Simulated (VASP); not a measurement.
# LuC (Pm-3m) in VASP: density of states with PBEsol

Aim: the density of states of LuC with PBEsol.

All numbers are computed with VASP 6.6.1; they aren't measurements. Logs are shortened: lines on timing, memory, paths and dates and some standing lists are left out, and cuts for length are marked.

## (1) The cell of the first run

The structure is cubic, space group Pm-3m (No. 221). The conventional cell has a = 2.978 Å, b = 2.978 Å, c = 2.978 Å, α = 90.00°, β = 90.00°, γ = 90.00°. Within 3.4 Å of Lu (site symmetry m-3m) lie 8 C at 2.58 Å and 6 Lu at 2.98 Å. C (site symmetry m-3m) has 8 Lu at 2.58 Å and 6 C at 2.98 Å within 3.4 Å.

## (2) Density of states, PBEsol

Contents of POSCAR:

```
LuC
1.0
    2.9783069111      0.0000000000      0.0000000000
    0.0000000000      2.9783069111      0.0000000000
    0.0000000000      0.0000000000      2.9783069111
Lu C
1 1
Direct
    0.0000000000      0.0000000000      0.0000000000
    0.5000000000      0.5000000000      0.5000000000
```

Contents of INCAR.step1:

```
SYSTEM = LuC
  PREC = Accurate
  ENCUT = 520
  EDIFF = 1E-6
  ISMEAR = 0
  SIGMA = 0.05
  LREAL = .FALSE.
  LASPH = .TRUE.
  NELM = 60
  ALGO = Normal
  ISIF = 2
  LWAVE = .FALSE.
  LCHARG = .TRUE.
  GGA = PS
  NBANDS = 22
```

Contents of KPOINTS.step1:

```
regular mesh
0
G
  10 10 10
  0 0 0
```

Contents of INCAR.step2:

```
SYSTEM = LuC
  PREC = Accurate
  ENCUT = 520
  EDIFF = 1E-6
  ISMEAR = -5
  SIGMA = 0.05
  LREAL = .FALSE.
  LASPH = .TRUE.
  NELM = 60
  ALGO = Normal
  ISIF = 2
  LWAVE = .FALSE.
  LCHARG = .FALSE.
  GGA = PS
  LORBIT = 11
  NBANDS = 22
  NEDOS = 2001
  ICHARG = 11
```

Contents of KPOINTS.step2:

```
regular mesh
0
G
  15 15 15
  0 0 0
```

Potentials or basis: VASP PAW PBE potentials, release 64 (Lu, C).

Launch:

```bash
cat potpaw_PBE.64/Lu/POTCAR potpaw_PBE.64/C/POTCAR > POTCAR
cp INCAR.step1 INCAR
cp KPOINTS.step1 KPOINTS
mpirun -np 1 vasp_std > vasp.out
cp INCAR.step2 INCAR
cp KPOINTS.step2 KPOINTS
mpirun -np 1 vasp_std > vasp.out
```

OUTCAR:

```text
SYSTEM = LuC
   PREC = Accurate
   ENCUT = 520
   EDIFF = 1E-6
   ISMEAR = -5
   LREAL = .FALSE.
   LASPH = .TRUE.
   NELM = 60
   ISIF = 2
   GGA = PS
   LORBIT = 11
   ICHARG = 11

 ion  position               nearest neighbor table
   1  0.000  0.000  0.000-   2 2.58   2 2.58   2 2.58   2 2.58   2 2.58   2 2.58   2 2.58   2 2.58

   2  0.500  0.500  0.500-   1 2.58   1 2.58   1 2.58   1 2.58   1 2.58   1 2.58   1 2.58   1 2.58

  LATTYP: Found a simple cubic cell.
 ALAT       =     2.9783069111

  Lattice vectors:

 A1 = (   2.9783069111,   0.0000000000,   0.0000000000)
 A2 = (   0.0000000000,   2.9783069111,   0.0000000000)
 A3 = (   0.0000000000,   0.0000000000,   2.9783069111)

Analysis of symmetry for initial positions (statically):
=====================================================================
 Subroutine PRICEL returns:
 Original cell was already a primitive cell.

 Routine SETGRP: Setting up the symmetry group for a
 simple cubic supercell.

 Subroutine GETGRP returns: Found 48 space group operations
[... 9 lines left out ...]

 Routine SETGRP: Setting up the symmetry group for a
 simple cubic supercell.

 Subroutine GETGRP returns: Found 48 space group operations
[... 11 lines left out ...]
                                     Primitive cell

  volume of cell :      26.4185

  direct lattice vectors                    reciprocal lattice vectors
     2.978306911  0.000000000  0.000000000     0.335761233  0.000000000  0.000000000
     0.000000000  2.978306911  0.000000000     0.000000000  0.335761233  0.000000000
     0.000000000  0.000000000  2.978306911     0.000000000  0.000000000  0.335761233

  length of vectors
     2.978306911  2.978306911  2.978306911     0.335761233  0.335761233  0.335761233

  position of ions in fractional coordinates (direct lattice)
     0.000000000  0.000000000  0.000000000
     0.500000000  0.500000000  0.500000000

  ion indices of the primitive-cell ions
   primitive index   ion index
                 1           1
                 2           2

----------------------------------------------------------------------------------------

 KPOINTS: regular mesh

Automatic generation of k-mesh.
 Grid dimensions read from file:
 generate k-points for:   15   15   15

 Generating k-lattice:

  Cartesian coordinates                     Fractional coordinates (reciprocal lattice)
     0.022384082  0.000000000  0.000000000     0.066666667  0.000000000  0.000000000
     0.000000000  0.022384082  0.000000000     0.000000000  0.066666667  0.000000000
     0.000000000  0.000000000  0.022384082     0.000000000  0.000000000  0.066666667

  Length of vectors
     0.022384082  0.022384082  0.022384082

  Shift w.r.t. Gamma in fractional coordinates (k-lattice)
     0.000000000  0.000000000  0.000000000

 TETIRR: Found   1667 inequivalent tetrahedra from    20250

 Subroutine IBZKPT returns following result:
 ===========================================

 Found    120 irreducible k-points:

 Following reciprocal coordinates:
            Coordinates               Weight
  0.000000  0.000000  0.000000      1.000000
  0.066667  0.000000  0.000000      6.000000
  0.133333  0.000000  0.000000      6.000000
  0.200000  0.000000  0.000000      6.000000
  0.266667  0.000000  0.000000      6.000000
  0.333333  0.000000  0.000000      6.000000
[... 16 lines left out ...]
  0.266667  0.200000  0.000000     24.000000
  0.333333  0.200000  0.000000     24.000000
 [... further k-points ...]
   k-points           NKPTS =    120   k-points in BZ     NKDIM =    120   number of bands    NBANDS=     22
   number of dos      NEDOS =   2001   number of ions     NIONS =      2
   total plane-waves  NPLWV =  13824
   dimension x,y,z NGX =    24 NGY =   24 NGZ =   24
   dimension x,y,z NGXF=    48 NGYF=   48 NGZF=   48
   ions per type =               1   1
   NGX,Y,Z   is equivalent  to a cutoff of  13.40, 13.40, 13.40 a.u.
   NGXF,Y,Z  is equivalent  to a cutoff of  26.79, 26.79, 26.79 a.u.
 SYSTEM =  LuC
   PREC   = accura    normal or accurate (medium, high low for compatibility)
   ISTART =      0    job   : 0-new  1-cont  2-samecut
   ICHARG =     11    charge: 1-file 2-atom 10-const
   ISPIN  =      1    spin polarized calculation?
   LNONCOLLINEAR =      F non collinear calculations
   LSORBIT =      F    spin-orbit coupling
   LASPH  =      T    aspherical Exc in radial PAW
   ENCUT  =  520.0 eV  38.22 Ry    6.18 a.u.   5.54  5.54  5.54*2*pi/ulx,y,z
   NELM   =     60;   NELMIN=  2; NELMDL=  0     # of ELM steps
   EDIFF  = 0.1E-05   stopping-criterion for ELM
   LREAL  =      F    real-space projection
   EDIFFG = 0.1E-04   stopping-criterion for IOM
   NSW    =      0    number of steps for IOM
   IBRION =     -1    ionic relax: 0-MD 1-quasi-New 2-CG
   NFREE  =      0    steps in history (QN), initial steepest desc. (CG)
   ISIF   =      2    stress and relaxation
   ISYM   =      2    0-nonsym 1-usesym 2-fastsym
   POTIM  = 0.5000    time-step for ionic-motion
   TEBEG  =    0.0;   TEEND  =   0.0 temperature during run
   PSTRESS=    0.0 pullay stress
   NELECT =      29.0000    total number of electrons
   NUPDOWN=      -1.0000    fix difference up-down
   EMIN   =  10.00;   EMAX   =-10.00  energy-range for DOS
   EFERMI =   0.00;   METHOD = LEGACY
   ISMEAR =    -5;   SIGMA  =   0.05  broadening in eV -4-tet -1-fermi 0-gaus
   EFERMI_NEDOS =   21; number of points for ismear=-14 and -15
   IALGO  =     38    algorithm
   IMIX   =      4    mixing-type and parameters
     AMIX     =   0.40;   BMIX     =  1.00
     AMIX_MAG =   1.60;   BMIX_MAG =  1.00
  volume/ion in A,a.u.               =      13.21        89.14
  Fermi-wavevector in a.u.,A,eV,Ry     =   1.688773  3.191319 38.803212  2.851956
  Thomas-Fermi vector in A             =   2.771020
   LORBIT       =     11    0 simple, 1 ext, 2 COOP (PROOUT), +10 PAW based schemes
   GGA     = PS    functional components
   LHFCALC =     F    Hartree Fock is set to
   AEXX    =    0.0000 exact exchange contribution
   IVDW    =     0    specifies the selected vdW correction
   LEPSILON=     F    determine dielectric tensor
   LRPA    =     F    only Hartree local field effects (RPA)
 non-spin polarized calculation
 Fermi weights with tetrahedron method with Bloechl corrections
  energy-cutoff  :      520.00
  volume of cell :       26.42
 maximum number of plane-waves:       739
 NGX is ok and might be reduce to    24

 number of electron      28.9999985 magnetization

 Free energy of the ion-electron system (eV)
  ---------------------------------------------------
  ext. energy  EPLUGINS =         0.00000000
  ---------------------------------------------------
  free energy    TOTEN  =       -13.68450170 eV

  energy without entropy =      -13.68450170  energy(sigma->0) =      -13.68450170

 E-fermi :   4.4315     XC(G=0): -12.9366

 val. band max:        4.4552840863   @ k =   0.2667   0.0000   0.0000
 cond. band min:       4.3722001657   @ k =   0.1333   0.1333   0.0667
 fundamental gap:     -0.0830839206
 Fermi energy:         4.4314548959

 k-point     1 :       0.0000    0.0000    0.0000
  band No.  band energies     occupation
      1     -51.2280      2.00000
      2     -21.4876      2.00000
      3     -21.4876      2.00000
      4     -21.4876      2.00000
      5      -7.6062      2.00000
      6      -0.0291      2.00000
[... 14 lines left out ...]
     21      12.0017      0.00000
     22      21.8293      0.00000

 k-point     2 :       0.0667    0.0000    0.0000
  band No.  band energies     occupation
      1     -51.2250      2.00000
      2     -21.5421      2.00000
      3     -21.4827      2.00000
      4     -21.4827      2.00000
      5      -7.5145      2.00000
      6      -0.0393      2.00000
[... 14 lines left out ...]
     21      12.0429      0.00000
     22      21.0956      0.00000

 k-point     3 :       0.1333    0.0000    0.0000
  band No.  band energies     occupation
      1     -51.2165      2.00000
      2     -21.6932      2.00000
      3     -21.4689      2.00000
      4     -21.4689      2.00000
      5      -7.2495      2.00000
      6      -0.0668      2.00000
[... 14 lines left out ...]
     21      12.1656      0.00000
     22      19.7010      0.00000

 k-point     4 :       0.2000    0.0000    0.0000
  band No.  band energies     occupation
      1     -51.2040      2.00000
      2     -21.9085      2.00000
      3     -21.4484      2.00000
      4     -21.4484      2.00000
      5      -6.8382      2.00000
      6      -0.1072      2.00000
[... 14 lines left out ...]
     21      12.3643      0.00000
     22      18.2743      0.00000

 k-point     5 :       0.2667    0.0000    0.0000
  band No.  band energies     occupation
      1     -51.1896      2.00000
      2     -22.1459      2.00000
      3     -21.4248      2.00000
      4     -21.4248      2.00000
      5      -6.3169      2.00000
      6      -0.1686      2.00000
[... 417 lines left out ...]
 k-point    22 :       0.2000    0.2000    0.0000
  band No.  band energies     occupation
      1     -51.1803      2.00000
      2     -21.8871      2.00000
      3     -21.8243      2.00000
      4     -21.4111      2.00000
      5      -6.2368      2.00000
      6      -0.1067      2.00000
[... 14 lines left out ...]
     21      14.1069      0.00000
     22      19.1964      0.00000

 k-point    23 :       0.2667    0.2000    0.0000
  band No.  band energies     occupation
      1     -51.1661      2.00000
      2     -22.0901      2.00000
      3     -21.8200      2.00000
      4     -21.3886      2.00000
      5      -5.8518      2.00000
      6      -0.1422      2.00000
[... 14 lines left out ...]
     21      14.3929      0.00000
     22      18.7282      0.00000

 k-point    24 :       0.3333    0.2000    0.0000
  band No.  band energies     occupation
      1     -51.1525      2.00000
      2     -22.3001      2.00000
      3     -21.7917      2.00000
      4     -21.3670      2.00000
      5      -5.4491      2.00000
      6      -0.2089      2.00000
[... 14 lines left out ...]
     21      14.5289      0.00000
     22      18.0816      0.00000

 [... further k-points ...]

------------------------ aborting loop because EDIFF is reached ----------------------------------------

  FORCE on cell =-STRESS in cart. coord.  units (eV):
  Direction    XX          YY          ZZ          XY          YZ          ZX
  --------------------------------------------------------------------------------------
  -------------------------------------------------------------------------------------
  Total        0.0129597      0.0129597      0.0129597      0.0000000     -0.0000000      0.0000000
  in kB        0.7859540      0.7859540      0.7859540      0.0000000     -0.0000000      0.0000000
  external PRESSURE =       0.7859540 kB  Pullay stress =       0.0000000 kB

 VOLUME and BASIS-vectors are now :
 -----------------------------------------------------------------------------
  energy-cutoff  :      520.00
  volume of cell :       26.42
      direct lattice vectors                 reciprocal lattice vectors
     2.978306911  0.000000000  0.000000000     0.335761233  0.000000000  0.000000000
     0.000000000  2.978306911  0.000000000     0.000000000  0.335761233  0.000000000
     0.000000000  0.000000000  2.978306911     0.000000000  0.000000000  0.335761233

 POSITION                                       TOTAL-FORCE (eV/Angst)
 -----------------------------------------------------------------------------------
      0.00000      0.00000      0.00000         0.000000      0.000000      0.000000
      1.48915      1.48915      1.48915         0.000000      0.000000      0.000000
 -----------------------------------------------------------------------------------
    total drift:                                0.000000      0.000000      0.000000

  FREE ENERGIE OF THE ION-ELECTRON SYSTEM (eV)
  ---------------------------------------------------
  free  energy   TOTEN  =       -13.6845016968 eV

  energy  without entropy=      -13.6845016968  energy(sigma->0) =      -13.68450170

 total charge

# of ion       s       p       d       f       tot
--------------------------------------------------
    1        2.279   6.125   1.064  14.030  23.498
    2        0.893   1.340   0.000   0.000   2.233
--------------------------------------------------
tot          3.172   7.465   1.064  14.030  25.731
```

Wall time 65 s (1 thread of AMD EPYC 7R43 (Zen 3), shared host); peak memory 0.16 GiB.

What came out:

```yaml
Valence_electrons_inside_the_program's_atomic_spheres: Lu 23.50; C 2.23
```

Levels at points of the mesh, in eV from the Fermi level:
| k point | band 11 | band 12 | band 13 | band 14 | band 15 | band 16 | band 17 | band 18 |
| --- | --- | --- | --- | --- | --- | --- | --- | --- |
| (0.00, 0.00, 0.00) | -4.45 | -4.35 | -0.61 | -0.61 | 1.19 | 1.19 | 1.19 | 6.21 |

Caveat: the PAW data sets were made with another functional, which shifts forces and pressure a little; spin-orbit coupling is left out, which moves the levels of the heavy elements; tetrahedron occupations give inexact forces and stress in metals.
